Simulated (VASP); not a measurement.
Set up this calculation in VASP 6.6.1, as the native input.

```yaml
Task: single point
Functional: PBEsol
Dispersion: D3(BJ)
Potentials_or_basis: VASP PAW PBE potentials, release 64 (Os)
Cutoff: 520 eV
k_mesh: 11 × 11 × 6
Occupations: fermi-dirac, width 0.05 eV
Spin: no spin polarisation
Dipole_correction: no
Further_INCAR_settings: ALGO = Fast; EDIFF = 1e-06; NBANDS = 15
```

The structure of Os lies in POSCAR:

```
Os
1.0
    2.7341000000      0.0000000000      0.0000000000
   -1.3670500000      2.3678000565      0.0000000000
    0.0000000000      0.0000000000      4.3197000000
Os
2
Direct
    0.6666666667      0.3333333333      0.7500000000
    0.3333333333      0.6666666667      0.2500000000
```

The input as run:

INCAR

```
SYSTEM = Os
ALGO     = Fast           ! electronic algorithm
EDIFF    = 1E-6           ! SCF threshold, eV
ENCUT    = 520            ! plane-wave cutoff, eV
GGA      = PS             ! functional
ISIF     = 2              ! what is computed and relaxed
ISMEAR   = -1             ! smearing method
IVDW     = 12             ! dispersion correction
LASPH    = .True.         ! aspherical terms in the spheres
LCHARG   = .False.        ! write CHGCAR
LREAL    = .False.        ! projectors in reciprocal space
LWAVE    = .False.        ! write WAVECAR
NBANDS   = 15             ! bands
NELM     = 100            ! most SCF steps
PREC     = Accurate       ! precision mode
SIGMA    = 0.05           ! smearing width, eV
```

KPOINTS

```
k-points
0
Gamma
  11 11 6
  0 0 0
```

Potentials or basis: VASP PAW PBE potentials, release 64 (Os).

Command:

```sh
$ cat potpaw_PBE.64/Os/POTCAR > POTCAR
$ mpirun -np 1 vasp_std > vasp.out
```

Results of the run:

```yaml
Pressure: -10.0 GPa
Band_gap_on_the_k_mesh: zero (band 8 reaches 11.42 eV, above the bottom of band 9 at 7.52 eV)
Dispersion_energy_per_atom: -0.668 eV
```

Caveat: three body term missing; the PAW data sets were made with another functional, which shifts forces and pressure a little; spin-orbit coupling is left out, which moves the levels of the heavy elements; pairwise dispersion overbinds metals, which lowers pressure and volume.

Run time: 26 s on 1 thread of Intel(R) Xeon(R) Platinum 8375C CPU @ 2.90GHz (Ice Lake) (shared host), peak memory 0.16 GiB.
